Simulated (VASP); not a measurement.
Set up this calculation in VASP 6.6.1, as the native input.

```yaml
Task: single point
Functional: PBE
Potentials_or_basis: VASP PAW PBE potentials, release 64 (Cu)
Cutoff: 520 eV
k_mesh: 20 × 20 × 20
Occupations: gaussian, width 0.05 eV
Spin: no spin polarisation
Dipole_correction: no
Further_INCAR_settings: ALGO = Normal; EDIFF = 1e-06; NBANDS = 12
```

The structure of Cu lies in POSCAR:

```
Cu
1.0
    0.0000000000      1.8143178982      1.8143178982
    1.8143178982      0.0000000000      1.8143178982
    1.8143178982      1.8143178982      0.0000000000
Cu
1
Direct
    0.0000000000      0.0000000000      0.0000000000
```

These files were run (other wordings do the same):

INCAR

```
SYSTEM = Cu
PREC     = Accurate       ! precision mode
ENCUT    = 520            ! plane-wave cutoff, eV
EDIFF    = 1E-6           ! SCF threshold, eV
ISMEAR   = 0              ! smearing method
SIGMA    = 0.05           ! smearing width, eV
LREAL    = .FALSE.        ! projectors in reciprocal space
LASPH    = .TRUE.         ! aspherical terms in the spheres
NELM     = 80             ! most SCF steps
ALGO     = Normal         ! electronic algorithm
ISIF     = 2              ! what is computed and relaxed
LWAVE    = .FALSE.        ! write WAVECAR
LCHARG   = .FALSE.        ! write CHGCAR
GGA      = PE             ! functional
NBANDS   = 12             ! bands
```

KPOINTS

```
Automatic mesh
0
G
  20 20 20
  0 0 0
```

Potentials or basis: VASP PAW PBE potentials, release 64 (Cu).

Command:

```sh
$ cat potpaw_PBE.64/Cu/POTCAR > POTCAR
$ mpirun -np 1 vasp_std > vasp.out
```

Results of the run:

The pressure is 0.7 GPa.

Wall time 20 s on 1 thread of Intel(R) Xeon(R) Platinum 8559C (Emerald Rapids), on a shared host, peak memory 0.14 GiB.
